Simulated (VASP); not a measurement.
Crystal: Cu.

```
Cu
1.0
    -1.44279    1.44279    1.37608
     1.44279   -1.44279    1.37608
     1.44279    1.44279   -1.37608
Cu
1
Direct
  0.00000 0.00000 0.00000
```

Base run:

* Program: VASP 6.6.1
* Functional: LDA
* Potentials or basis: VASP PAW LDA potentials, release 64 (Cu)
* Cutoff: 600 eV
* k mesh: 14 × 14 × 14
* Occupations: fermi-dirac, width 0.05 eV
* Spin: collinear spin
* Starting moments: [0.75] μB
* Fixed moment: 0.75 μB

Its results: pressure 0.5 GPa; net moment 0.75 μB per cell.

**Question.** The run is repeated on the same cell with these changes: fixed moment from 0.75 μB to none; moments at the start from [0.75] to [0.7]. What comes out?

**Answer.** Pressure -6.9 GPa; net moment 0.00 μB per cell.

Caveats: the total moment is fixed, so each spin has its own Fermi level (at least some runs); the cell stands under tension (at least some runs).
